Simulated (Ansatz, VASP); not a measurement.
## Two plane-wave programs on Si

```
CELL_PARAMETERS angstrom
0.00000 5.43000 5.43000
5.43000 0.00000 5.43000
5.43000 5.43000 0.00000
ATOMIC_POSITIONS crystal
Si 0.00120 0.99127 0.00055
Si 0.12253 0.12128 0.12162
Si 0.01755 0.99412 0.49289
Si 0.16460 0.10744 0.60683
Si 0.99212 0.49260 0.99138
Si 0.11634 0.61680 0.11555
Si 0.00127 0.50164 0.49005
Si 0.12235 0.62292 0.62008
Si 0.49375 0.99426 0.01667
Si 0.60748 0.10773 0.16372
Si 0.52315 0.02361 0.52239
Si 0.65025 0.15085 0.64934
Si 0.49083 0.50167 0.00047
Si 0.62079 0.62307 0.12152
Si 0.49359 0.51811 0.49281
Si 0.60713 0.66520 0.60658
Si 0.78832 0.28895 0.78729
```

Alike in both runs: functional PBE; k mesh 2 × 2 × 2; occupations gaussian, width 0.05 eV; no spin polarisation.

Ansatz relaxed the structure, and its values are those at the end. VASP's run is a single point on that final structure, the one shown.

|  | VASP | Ansatz |
| --- | --- | --- |
| version | VASP 6.6.1 | Ansatz 0.2.0 |
| potentials or method | VASP PAW PBE potentials, release 64 (Si), cutoff 520 eV | scalar-relativistic, plane waves, PAW |
| valence electrons in the cell | 68 | 68 |

VASP gave:

* rms of the force components (eV/Å): 0.004

Question: What did Ansatz give for the same quantities?

Answer: rms of the force components (eV/Å): 0.005.

The k mesh is coarse, so the values compare programs but aren't converged.
